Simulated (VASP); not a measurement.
# EuO: single point with PBE+U

EuO:

```
Eu O
1.0
     0.00000    2.57195    2.57195
     2.57195    0.00000    2.57195
     2.57195    2.57195    0.00000
Eu O
1 1
Cartesian
  0.0000 0.0000 0.0000
  2.5720 2.5720 2.5720
```

```yaml
Program: VASP 6.6.1
Task: single point
Functional: PBE
Potentials_or_basis: VASP PAW PBE potentials, release 64 (Eu, O)
Cutoff: 600 eV
k_mesh: 9 × 9 × 9
Occupations: fermi-dirac, width 0.15 eV
Spin: collinear spin, ferromagnetic start
Starting_moments: "[7.0, 0.0] μB"
Hubbard_terms: Eu f U = 8.0 eV
Dipole_correction: no
Further_INCAR_settings: ALGO = Normal; EDIFF = 1e-06; NBANDS = 22
```

The pressure is 2.3 GPa, the band gap on the k mesh is 0.65 eV (least direct gap 0.86 eV) and the net moment is 7.00 μB per cell. The site moments are Eu +6.75; O -0.09 μB. The valence electrons inside the program's atomic spheres are Eu 14.98; O 4.96.

Levels at points of the mesh, in eV from the valence-band top:
Spin up:
| k point | band 11 | band 12 | band 13 | band 14 | band 15 | band 16 | band 17 | band 18 | band 19 | band 20 |
| --- | --- | --- | --- | --- | --- | --- | --- | --- | --- | --- |
| (0.00, 0.00, 0.00) | -0.64 | -0.64 | 0.00 | 0.00 | 0.00 | 1.50 | 3.53 | 3.53 | 3.53 | 5.77 |
Spin down:
```tsv
k point	band 5	band 6	band 7	band 8	band 9	band 10	band 11	band 12
(0.00, 0.00, 0.00)	-15.27	-2.04	-2.04	-2.04	2.24	4.46	4.46	4.46
```

Eigenvalues of the final occupation matrices:
```tsv
site	spin	trace	eigenvalues
site 1 f	1	6.84	0.97 0.98 0.98 0.98 0.98 0.98 0.98
site 1 f	2	0.02	0.00 0.00 0.00 0.00 0.00 0.00 0.00
```

It took 100 s on 1 thread of Intel(R) Xeon(R) Platinum 8375C CPU @ 2.90GHz (Ice Lake), with other jobs on the host, peak memory 0.23 GiB.

Caveat: spin-orbit coupling is left out, which moves the levels of the heavy elements; an odd mesh through Γ misses points on the zone boundary, where band edges can lie; a cell with one magnetic atom can't hold antiferromagnetic order, which such compounds often take.
